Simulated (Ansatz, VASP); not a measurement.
**One calculation of Mo, two programs**

```
Mo
1.0
     2.83402    0.00000    0.00000
    -1.41701    2.45434    0.00000
     0.00000    0.00000    2.43966
Mo
1
Direct
  0.00000 0.00000 0.00000
```

Alike in both runs: task relaxation of cell and atoms; functional PBE; k mesh 6 × 6 × 8; occupations gaussian, width 0.1 eV; no spin polarisation.

|  | VASP | Ansatz |
| --- | --- | --- |
| version | VASP 6.6.1 | Ansatz 0.2.0 |
| potentials or method | VASP PAW PBE potentials, release 64 (Mo_sv), cutoff 500 eV | scalar-relativistic, plane waves, PAW |
| valence electrons in the cell | 14 | 14 |

Ansatz gave:

```
gap on the k mesh at the Fermi level, each at its own relaxed structure (eV) : none
relaxed volume (Å³/atom)                                                     : 16.86
relaxed cell length with the largest relative difference (Å)                 : 2.553
```

Problem. Which values does VASP return?

Solution. gap on the k mesh at the Fermi level, each at its own relaxed structure (eV): none; relaxed volume (Å³/atom): 16.89; relaxed cell length with the largest relative difference (Å): 2.557.

A gap of «none» marks a metal or a gap that the smearing closes.

The k mesh is coarse, so the values compare programs but aren't converged.
